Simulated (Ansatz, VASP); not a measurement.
One calculation of GaN, two programs

The input INCAR:

```
PREC = Accurate
ENCUT = 600
EDIFF = 1E-6
ISMEAR = -1
SIGMA = 0.02
LREAL = F
LASPH = T
NELM = 120
ALGO = Normal
ISIF = 2
LWAVE = F
LCHARG = T
GGA = PE
LELF = T
LVHAR = T
NBANDS = 16
GGA_COMPAT = F
```

Contents of KPOINTS:

```
Automatic mesh
0
Gamma
  10 10 10
```

File POSCAR:

```
GaN
1.0
    0.0216474231      2.1301626580      2.1301626580
    2.1301626580      0.0216474231      2.1301626580
    2.1301626580      2.1301626580      0.0216474231
Ga N
1 1
Direct
    0.0000000000      0.0000000000      0.0000000000
    0.5000000000      0.5000000000      0.5000000000
```

Input for Ansatz:

```yaml
crystal:
  lattice:
    - [0.0216474231, 2.130162658, 2.130162658]
    - [2.130162658, 0.0216474231, 2.130162658]
    - [2.130162658, 2.130162658, 0.0216474231]
  atoms:
    - { symbol: Ga, position: [0.0, 0.0, 0.0] }
    - { symbol: "N", position: [0.5, 0.5, 0.5] }
kpoints:
  mp_grid: { grid: [10, 10, 10] }
  band_path:
    path:
      - [0.0, 0.0, 0.0]
      - [0.5, 0.0, 0.5]
      - [0.625, 0.25, 0.625]
      - [0.375, 0.375, 0.75]
      - [0.5, 0.5, 0.5]
      - [0.5, 0.25, 0.75]
      - [0.1875, 0.1875, 0.375]
    npoints: 1
hamiltonian:
  xc: pbe
scf:
  occupations: { method: fermi_dirac, width: 0.02 }
  n_extra_bands: 4
output:
  forces: true
  stress: true
  eigenvalues: true
```

Change from the starting cell: shear_111 strain +1.5%.

Alike in both runs: task single point; functional PBE; k mesh 10 × 10 × 10; occupations fermi-dirac, width 0.02 eV; no spin polarisation.

|  | VASP | Ansatz |
| --- | --- | --- |
| version | VASP 6.6.1 | Ansatz 0.2.0 |
| potentials or method | VASP PAW PBE potentials, release 64 (Ga_d, N) | plane waves, PAW |
| plane-wave cutoff (eV) | 600 | 420 |
| valence electrons in the cell | 18 | 18 |

Ansatz gave:

```
pressure (GPa)                                                : 4.6
traceless stress, the component that is largest in VASP (GPa) : -2.19
```

**Question.** Which values does VASP return?

**Answer.** Pressure (GPa): 5.2; traceless stress, the component that is largest in VASP (GPa): -2.18.

The functional is the same, so the differences come from potentials, cutoffs and numerics.
